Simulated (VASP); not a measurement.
# Al (P6_3/mmc) in VASP: notebook

Runs on Al. Level: LDA. Tasks: single point.

All numbers are computed with VASP 6.6.1; they aren't measurements. Logs are shortened: lines on timing, memory, paths and dates and some standing lists are left out, and cuts for length are marked.

**1. The cell of the first run**

It takes space group P6_3/mmc (No. 194, hexagonal). Conventional cell: a = 2.781 Å, b = 2.781 Å, c = 4.803 Å, α = 90.00°, β = 90.00°, γ = 120.00°. Within 3.7 Å of Al (site symmetry -6m2) lie 12 Al at 2.78 to 2.89 Å.

This isn't the form of Al at room conditions, which is fcc.

**2. Single point, LDA**

The input, INCAR:

```
SYSTEM = Al
PREC = Accurate
ENCUT = 520
EDIFF = 1E-7
ISMEAR = 0
SIGMA = 0.15
LREAL = .FALSE.
LASPH = .TRUE.
NELM = 100
ALGO = Fast
ISIF = 2
LWAVE = .FALSE.
LCHARG = .FALSE.
NBANDS = 10
```

The input, KPOINTS:

```
regular mesh
0
G
  18 18 10
  0 0 0
```

The input, POSCAR:

```
Al
1.0
    2.7814000000      0.0000000000      0.0000000000
   -1.3907000000      2.4087630581      0.0000000000
    0.0000000000      0.0000000000      4.8034000000
Al
2
Direct
    0.6666666667      0.3333333333      0.7500000000
    0.3333333333      0.6666666667      0.2500000000
```

Potentials or basis: VASP PAW LDA potentials, release 64 (Al).

On the command line:

```bash
$ cat potpaw_LDA.64/Al/POTCAR > POTCAR
$ mpirun -np 1 vasp_std > vasp.out
```

OUTCAR:

```text
SYSTEM = Al
   PREC = Accurate
   ENCUT = 520
   EDIFF = 1E-7
   ISMEAR = 0
   LREAL = .FALSE.
   LASPH = .TRUE.
   NELM = 100
   ISIF = 2

 ion  position               nearest neighbor table
   1  0.667  0.333  0.750-   2 2.89   2 2.89   2 2.89   2 2.89   2 2.89   2 2.89
   2  0.333  0.667  0.250-   1 2.89   1 2.89   1 2.89   1 2.89   1 2.89   1 2.89

  LATTYP: Found a hexagonal cell.
 ALAT       =     2.7814000000
 C/A-ratio  =     1.7269720285

  Lattice vectors:

 A1 = (   2.7814000000,   0.0000000000,   0.0000000000)
 A2 = (  -1.3907000000,   2.4087630581,   0.0000000000)
 A3 = (   0.0000000000,   0.0000000000,   4.8034000000)

Analysis of symmetry for initial positions (statically):
=====================================================================
 Subroutine PRICEL returns:
 Original cell was already a primitive cell.

 Routine SETGRP: Setting up the symmetry group for a
 hexagonal supercell.

 Subroutine GETGRP returns: Found 24 space group operations
 (whereof 12 operations were pure point group operations)
 out of a pool of 24 trial point group operations.

The static configuration has the point symmetry D_3d.
 The point group associated with its full space group is D_6h.

Analysis of symmetry for dynamics (positions and initial velocities):
=====================================================================
 Subroutine PRICEL returns:
 Original cell was already a primitive cell.

 Routine SETGRP: Setting up the symmetry group for a
 hexagonal supercell.

 Subroutine GETGRP returns: Found 24 space group operations
 (whereof 12 operations were pure point group operations)
 out of a pool of 24 trial point group operations.

The dynamic configuration has the point symmetry D_3d.
 The point group associated with its full space group is D_6h.

 Subroutine INISYM returns: Found 24 space group operations
 (whereof 12 operations are pure point group operations),
 and found     1 'primitive' translations

----------------------------------------------------------------------------------------

                                     Primitive cell

  volume of cell :      32.1815

  direct lattice vectors                    reciprocal lattice vectors
     2.781400000  0.000000000  0.000000000     0.359531171  0.207575419  0.000000000
    -1.390700000  2.408763058  0.000000000     0.000000000  0.415150837  0.000000000
     0.000000000  0.000000000  4.803400000     0.000000000  0.000000000  0.208185868

  length of vectors
     2.781400000  2.781400000  4.803400000     0.415150837  0.415150837  0.208185868

  position of ions in fractional coordinates (direct lattice)
     0.666666667  0.333333333  0.750000000
     0.333333333  0.666666667  0.250000000

  ion indices of the primitive-cell ions
   primitive index   ion index
                 1           1
                 2           2

----------------------------------------------------------------------------------------

 KPOINTS: regular mesh

Automatic generation of k-mesh.
 Grid dimensions read from file:
 generate k-points for:   18   18   10

 Generating k-lattice:

  Cartesian coordinates                     Fractional coordinates (reciprocal lattice)
     0.019973954  0.011531968  0.000000000     0.055555556  0.000000000  0.000000000
     0.000000000  0.023063935  0.000000000     0.000000000  0.055555556  0.000000000
     0.000000000  0.000000000  0.020818587     0.000000000  0.000000000  0.100000000

  Length of vectors
     0.023063935  0.023063935  0.020818587

  Shift w.r.t. Gamma in fractional coordinates (k-lattice)
     0.000000000  0.000000000  0.000000000

 Subroutine IBZKPT returns following result:
 ===========================================

 Found    222 irreducible k-points:

 Following reciprocal coordinates:
            Coordinates               Weight
  0.000000  0.000000  0.000000      1.000000
  0.055556  0.000000  0.000000      6.000000
  0.111111  0.000000  0.000000      6.000000
  0.166667 -0.000000  0.000000      6.000000
  0.222222  0.000000  0.000000      6.000000
  0.277778  0.000000  0.000000      6.000000
[... 16 lines left out ...]
  0.333333  0.111111  0.000000     12.000000
  0.388889  0.111111  0.000000     12.000000
 [... further k-points ...]
   k-points           NKPTS =    222   k-points in BZ     NKDIM =    222   number of bands    NBANDS=     10
   number of dos      NEDOS =    301   number of ions     NIONS =      2
   total plane-waves  NPLWV =  20736
   dimension x,y,z NGX =    24 NGY =   24 NGZ =   36
   dimension x,y,z NGXF=    48 NGYF=   48 NGZF=   72
   ions per type =               2
   NGX,Y,Z   is equivalent  to a cutoff of  14.34, 14.34, 12.46 a.u.
   NGXF,Y,Z  is equivalent  to a cutoff of  28.69, 28.69, 24.92 a.u.
 SYSTEM =  Al
   PREC   = accura    normal or accurate (medium, high low for compatibility)
   ISTART =      0    job   : 0-new  1-cont  2-samecut
   ICHARG =      2    charge: 1-file 2-atom 10-const
   ISPIN  =      1    spin polarized calculation?
   LNONCOLLINEAR =      F non collinear calculations
   LSORBIT =      F    spin-orbit coupling
   LASPH  =      T    aspherical Exc in radial PAW
   ENCUT  =  520.0 eV  38.22 Ry    6.18 a.u.   5.17  5.17  8.93*2*pi/ulx,y,z
   NELM   =    100;   NELMIN=  2; NELMDL= -5     # of ELM steps
   EDIFF  = 0.1E-06   stopping-criterion for ELM
   LREAL  =      F    real-space projection
   EDIFFG = 0.1E-05   stopping-criterion for IOM
   NSW    =      0    number of steps for IOM
   IBRION =     -1    ionic relax: 0-MD 1-quasi-New 2-CG
   NFREE  =      0    steps in history (QN), initial steepest desc. (CG)
   ISIF   =      2    stress and relaxation
   ISYM   =      2    0-nonsym 1-usesym 2-fastsym
   POTIM  = 0.5000    time-step for ionic-motion
   TEBEG  =    0.0;   TEEND  =   0.0 temperature during run
   PSTRESS=    0.0 pullay stress
   NELECT =       6.0000    total number of electrons
   NUPDOWN=      -1.0000    fix difference up-down
   EMIN   =  10.00;   EMAX   =-10.00  energy-range for DOS
   EFERMI =   0.00;   METHOD = LEGACY
   ISMEAR =     0;   SIGMA  =   0.15  broadening in eV -4-tet -1-fermi 0-gaus
   EFERMI_NEDOS =   21; number of points for ismear=-14 and -15
   IALGO  =     68    algorithm
   IMIX   =      4    mixing-type and parameters
     AMIX     =   0.40;   BMIX     =  1.00
     AMIX_MAG =   1.60;   BMIX_MAG =  1.00
  volume/ion in A,a.u.               =      16.09       108.59
  Fermi-wavevector in a.u.,A,eV,Ry     =   0.935240  1.767348 11.900665  0.874674
  Thomas-Fermi vector in A             =   2.062127
   LORBIT       =      0    0 simple, 1 ext, 2 COOP (PROOUT), +10 PAW based schemes
   GGA     = CA    functional components
   LHFCALC =     F    Hartree Fock is set to
   AEXX    =    0.0000 exact exchange contribution
   IVDW    =     0    specifies the selected vdW correction
   LEPSILON=     F    determine dielectric tensor
   LRPA    =     F    only Hartree local field effects (RPA)
 non-spin polarized calculation
 RMM-DIIS sequential band-by-band and
 Gauss-broadening in eV      SIGMA  =   0.15
  energy-cutoff  :      520.00
  volume of cell :       32.18
 maximum number of plane-waves:       882
 NGX is ok and might be reduce to    24
   NGX = 11   NGY = 11   NGZ = 17

 number of electron       6.0000000 magnetization

 Free energy of the ion-electron system (eV)
  ---------------------------------------------------
  ext. energy  EPLUGINS =         0.00000000
  ---------------------------------------------------
  free energy    TOTEN  =        -8.31127669 eV

  energy without entropy =       -8.30257331  energy(sigma->0) =       -8.30692500

 E-fermi :   8.0376     XC(G=0): -10.4364

 val. band max:        8.0230511451   @ k =   0.3889   0.1111   0.0000
 cond. band min:       8.0573785405   @ k =   0.1111   0.1111   0.3000
 fundamental gap:      0.0343273955
 Fermi energy:         8.0375923747

 k-point     1 :       0.0000    0.0000    0.0000
  band No.  band energies     occupation
      1      -3.2246      2.00000
      2       2.9390      2.00000
      3       3.1271      2.00000
      4      19.3749      0.00000
      5      19.6395      0.00000
      6      19.6395      0.00000
      7      19.8416      0.00000
      8      19.8416      0.00000
      9      20.7174      0.00000
     10      23.0331      0.00000

 k-point     2 :       0.0556    0.0000    0.0000
  band No.  band energies     occupation
      1      -3.1461      2.00000
      2       3.0159      2.00000
      3       3.2002      2.00000
      4      17.8639      0.00000
      5      18.6111      0.00000
      6      19.2615      0.00000
      7      20.4418      0.00000
      8      20.7569      0.00000
      9      20.9924      0.00000
     10      22.9536      0.00000

 k-point     3 :       0.1111    0.0000    0.0000
  band No.  band energies     occupation
      1      -2.9108      2.00000
      2       3.2457      2.00000
      3       3.4193      2.00000
      4      15.7327      0.00000
      5      17.6201      0.00000
      6      18.6995      0.00000
      7      20.1242      0.00000
      8      20.7595      0.00000
      9      21.8105      0.00000
     10      21.9293      0.00000

 k-point     4 :       0.1667   -0.0000    0.0000
  band No.  band energies     occupation
      1      -2.5196      2.00000
      2       3.6259      2.00000
      3       3.7845      2.00000
      4      13.6025      0.00000
      5      16.7613      0.00000
      6      17.7922      0.00000
      7      19.0587      0.00000
      8      19.4269      0.00000
      9      21.3979      0.00000
     10      21.4237      0.00000
[... 222 lines left out ...]
 k-point    22 :       0.2778    0.1111    0.0000
  band No.  band energies     occupation
      1      -0.1968      2.00000
      2       5.7573      2.00000
      3       5.9739      2.00000
      4       8.1085      0.50388
      5      11.7624      0.00000
      6      13.9048      0.00000
      7      14.0568      0.00000
      8      17.6192      0.00000
      9      18.0155      0.00000
     10      19.7049      0.00000

 k-point    23 :       0.3333    0.1111    0.0000
  band No.  band energies     occupation
      1       0.7965      2.00000
      2       5.8904      2.00000
      3       6.9172      2.00000
      4       7.2263      2.00000
      5      11.1702      0.00000
      6      12.2525      0.00000
      7      12.7509      0.00000
      8      17.3135      0.00000
      9      17.6273      0.00000
     10      19.4097      0.00000

 k-point    24 :       0.3889    0.1111    0.0000
  band No.  band energies     occupation
      1       1.9316      2.00000
      2       4.5842      2.00000
      3       7.9864      1.37091
      4       8.0231      1.10905
      5      10.3085      0.00000
      6      10.7532      0.00000
      7      11.9912      0.00000
      8      17.1278      0.00000
      9      17.3967      0.00000
     10      19.2255      0.00000

 [... further k-points ...]
[... 5 lines left out ...]
  --------------------------------------------------------------------------------------
  -------------------------------------------------------------------------------------
  Total        0.0521270      0.0521270     -0.3599584      0.0000000      0.0000000      0.0000000
  in kB        2.5951757      2.5951757    -17.9207691      0.0000000      0.0000000      0.0000000
  external PRESSURE =      -4.2434726 kB  Pullay stress =       0.0000000 kB

 VOLUME and BASIS-vectors are now :
 -----------------------------------------------------------------------------
  energy-cutoff  :      520.00
  volume of cell :       32.18
      direct lattice vectors                 reciprocal lattice vectors
     2.781400000  0.000000000  0.000000000     0.359531171  0.207575419  0.000000000
    -1.390700000  2.408763058  0.000000000     0.000000000  0.415150837  0.000000000
     0.000000000  0.000000000  4.803400000     0.000000000  0.000000000  0.208185868

 POSITION                                       TOTAL-FORCE (eV/Angst)
 -----------------------------------------------------------------------------------
      1.39070      0.80292      3.60255         0.000000     -0.000000      0.000000
     -0.00000      1.60584      1.20085        -0.000000      0.000000     -0.000000
 -----------------------------------------------------------------------------------
    total drift:                                0.000000     -0.000000     -0.000000

  FREE ENERGIE OF THE ION-ELECTRON SYSTEM (eV)
  ---------------------------------------------------
  free  energy   TOTEN  =        -8.3112766922 eV

  energy  without entropy=       -8.3025733074  energy(sigma->0) =       -8.30692500
```

It took 62 s on 1 thread of Intel Xeon 8259CL, shared host; peak memory 0.17 GiB.

Results:

```
Free energy            : -8.3113 eV
Pressure               : -0.4 GPa
Band gap on the k mesh : zero (bands 3 and 4 overlap by 6.88 eV)
```

**3. Single point, LDA**

This run uses another cell than the first one, of 16.04 Å³/atom.

The input, INCAR:

```
PREC = Accurate
ENCUT = 520
EDIFF = 1E-6
ISMEAR = 0
SIGMA = 0.15
LREAL = False
LASPH = True
NELM = 100
ALGO = Fast
ISIF = 2
LWAVE = False
LCHARG = False
NBANDS = 10
```

The input, KPOINTS:

```
Automatic mesh
0
Gamma
  18 18 10
```

The input, POSCAR:

```
Al
1.0
    2.7604000000      0.0000000000      0.0000000000
   -1.3802000000      2.3905765246      0.0000000000
    0.0000000000      0.0000000000      4.8620000000
Al
2
Direct
    0.6666666667      0.3333333333      0.7500000000
    0.3333333333      0.6666666667      0.2500000000
```

Potentials or basis: VASP PAW LDA potentials, release 64 (Al).

On the command line:

```bash
$ cat potpaw_LDA.64/Al/POTCAR > POTCAR
$ mpirun -np 1 vasp_std > vasp.out
```

OUTCAR:

```text
PREC = Accurate
   ENCUT = 520
   EDIFF = 1E-6
   ISMEAR = 0
   LREAL = False
   LASPH = True
   NELM = 100
   ISIF = 2

 ion  position               nearest neighbor table
   1  0.667  0.333  0.750-   2 2.91   2 2.91   2 2.91   2 2.91   2 2.91   2 2.91
   2  0.333  0.667  0.250-   1 2.91   1 2.91   1 2.91   1 2.91   1 2.91   1 2.91

  LATTYP: Found a hexagonal cell.
 ALAT       =     2.7604000000
 C/A-ratio  =     1.7613389364

  Lattice vectors:

 A1 = (   2.7604000000,   0.0000000000,   0.0000000000)
 A2 = (  -1.3802000000,   2.3905765246,   0.0000000000)
[... 494 lines left out ...]
      7      12.1558      0.00000
      8      17.1294      0.00000
      9      17.5543      0.00000
     10      19.5290      0.00000

 [... further k-points ...]
[... 5 lines left out ...]
  --------------------------------------------------------------------------------------
  -------------------------------------------------------------------------------------
  Total        0.2679760      0.2679760     -0.4870617      0.0000000      0.0000000      0.0000000
  in kB       13.3818726     13.3818726    -24.3223163      0.0000000      0.0000000      0.0000000
  external PRESSURE =       0.8138096 kB  Pullay stress =       0.0000000 kB

 VOLUME and BASIS-vectors are now :
 -----------------------------------------------------------------------------
  energy-cutoff  :      520.00
  volume of cell :       32.08
      direct lattice vectors                 reciprocal lattice vectors
     2.760400000  0.000000000  0.000000000     0.362266338  0.209154568  0.000000000
    -1.380200000  2.390576525  0.000000000     0.000000000  0.418309136  0.000000000
     0.000000000  0.000000000  4.862000000     0.000000000  0.000000000  0.205676676

 POSITION                                       TOTAL-FORCE (eV/Angst)
 -----------------------------------------------------------------------------------
      1.38020      0.79686      3.64650        -0.000000     -0.000000      0.000000
     -0.00000      1.59372      1.21550         0.000000      0.000000      0.000000
 -----------------------------------------------------------------------------------
    total drift:                                0.000000     -0.000000     -0.000000

  FREE ENERGIE OF THE ION-ELECTRON SYSTEM (eV)
  ---------------------------------------------------
  free  energy   TOTEN  =        -8.3038615290 eV

  energy  without entropy=       -8.2950793871  energy(sigma->0) =       -8.29947046
```

OSZICAR:

```text
N       E                     dE             d eps       ncg     rms          rms(c)
DAV:   1    -0.422275658221E+00   -0.42228E+00   -0.23996E+03  4440   0.479E+02
DAV:   2    -0.819902966464E+01   -0.77768E+01   -0.74813E+01  5910   0.555E+01
DAV:   3    -0.836538070669E+01   -0.16635E+00   -0.16457E+00  5826   0.649E+00
DAV:   4    -0.836596690957E+01   -0.58620E-03   -0.58615E-03  5348   0.440E-01
DAV:   5    -0.836596984908E+01   -0.29395E-05   -0.29396E-05  5396   0.319E-02    0.200E+00
RMM:   6    -0.832803588457E+01    0.37934E-01   -0.39181E-03  4500   0.312E-01    0.114E+00
RMM:   7    -0.830393972298E+01    0.24096E-01   -0.98815E-03  4646   0.490E-01    0.161E-01
RMM:   8    -0.830385364409E+01    0.86079E-04   -0.61261E-04  4936   0.152E-01    0.425E-02
RMM:   9    -0.830386135552E+01   -0.77114E-05   -0.70353E-05  5175   0.653E-02    0.159E-02
RMM:  10    -0.830386152900E+01   -0.17347E-06   -0.98416E-06  5228   0.191E-02
   1 F= -.83038615E+01 E0= -.82994705E+01  d E =-.878214E-02
```

It took 46 s on 1 thread of Intel Xeon 8259CL, shared host; peak memory 0.17 GiB.

Results:

```yaml
Free_energy: -8.3039 eV
Pressure: 0.1 GPa
Band_gap_on_the_k_mesh: zero (bands 3 and 4 overlap by 6.68 eV)
```

Stress tensor (GPa, compression positive):
```
 1.34  0.00  0.00
 0.00  1.34  0.00
 0.00  0.00 -2.43
```

Levels at points of the mesh, in eV from the Fermi level:
| k point | band 1 | band 2 | band 3 | band 4 | band 5 | band 6 |
| --- | --- | --- | --- | --- | --- | --- |
| (0.00, 0.00, 0.00) | -11.27 | -5.33 | -5.00 | 10.99 | 11.97 | 11.97 |
| (0.50, 0.00, 0.00) | -5.01 | -4.96 | 0.51 | 0.65 | 1.30 | 1.46 |
| (0.00, 0.00, 0.50) | -9.72 | -9.72 | 2.15 | 2.15 | 12.89 | 12.89 |
| (0.50, 0.00, 0.50) | -3.84 | -3.84 | -3.06 | -3.06 | 7.46 | 7.46 |

**4. Single point, LDA**

This run uses another cell than the first one, of 16.14 Å³/atom.

The input, INCAR:

```
SYSTEM = Al
  PREC = Accurate
  ENCUT = 520
  EDIFF = 1E-7
  ISMEAR = 0
  SIGMA = 0.15
  LREAL = .FALSE.
  LASPH = .TRUE.
  NELM = 60
  ALGO = Normal
  ISIF = 2
  LWAVE = .FALSE.
  LCHARG = .TRUE.
  GGA = CA
  LELF = .TRUE.
  LVHAR = .TRUE.
  NBANDS = 10
```

The input, KPOINTS:

```
regular mesh
0
G
  18 18 10
  0 0 0
```

The input, POSCAR:

```
Al
1.0
    2.8024648109      0.0000000000      0.0000000000
   -1.4012324054      2.4270057195      0.0000000000
    0.0000000000      0.0000000000      4.7448000000
Al
2
Direct
    0.6666666667      0.3333333333      0.7500000000
    0.3333333333      0.6666666667      0.2500000000
```

On the command line:

```bash
$ cat potpaw_LDA.64/Al/POTCAR > POTCAR
$ mpirun -np 1 vasp_std > vasp.out
```

Run time: 48 s. Hardware: 1 thread of Intel Xeon 8259CL, shared host; peak memory 0.17 GiB.

Results (log left out):

* Free energy: -8.3141 eV
* Pressure: -0.8 GPa
* Band gap on the k mesh: zero (bands 3 and 4 overlap by 7.01 eV)

Stress tensor (GPa, compression positive):
```
-0.67  0.00  0.00
 0.00 -0.67  0.00
 0.00  0.00 -1.14
```

Levels at points of the mesh, in eV from the Fermi level:
```tsv
k point	band 1	band 2	band 3	band 4	band 5	band 6	band 7	band 8
(0.00, 0.00, 0.00)	-11.24	-4.86	-4.80	11.25	11.25	11.53	11.53	11.68
(0.50, 0.00, 0.00)	-5.19	-5.06	0.62	0.83	1.48	1.54	6.09	7.73
(0.00, 0.00, 0.50)	-9.61	-9.61	2.82	2.82	12.36	12.36	12.36	12.36
(0.50, 0.00, 0.50)	-3.89	-3.89	-3.16	-3.16	7.48	7.48	7.60	7.60
```

[end of part 1 of 2]
